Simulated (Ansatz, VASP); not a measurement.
One calculation of TiO2, two programs

```xyz
12
Lattice="3.1358 -5.7698 0.0000 3.1358 5.7698 0.0000 0.0000 0.0000 10.4635" Properties=species:S:1:pos:R:3 pbc="T T T"
Ti    3.1358   -2.9334   10.4587
Ti    1.5912    0.0000    9.8637
Ti    3.1358    2.9334   10.4587
Ti    4.6803    0.0000    9.8637
O     4.6741    1.5670    0.4001
O     0.0000    0.0000    9.0043
O     3.1358   -2.9577    8.8308
O     1.5974   -1.5670    0.4001
O     3.1358    2.9577    8.8308
O     4.6741   -1.5670    0.4001
O     1.5974    1.5670    0.4001
O     3.1358    0.0000    8.9217
```

Alike in both runs: task single point; functional r2SCAN; k mesh 3 × 3 × 2; no spin polarisation.

|  | VASP | Ansatz |
| --- | --- | --- |
| version | VASP 6.6.1 | Ansatz 0.2.0 |
| potentials or method | VASP PAW PBE potentials, release 64 (Ti_sv, O) | plane waves, norm-conserving potentials |
| plane-wave cutoff (eV) | 520 | 1290 |
| occupations | gaussian, width 0.01 eV | fixed |
| valence electrons in the cell | 96 | 96 |

Ansatz gave:

```
gap on the k mesh at the Fermi level (eV) : 3.24
```

Q: Estimate VASP's values.

A: gap on the k mesh at the Fermi level (eV): 3.25.

VASP's potentials were made for PBE, not for r2SCAN. Ansatz's warnings: k point list ram cut, xc potential rough in thin density.
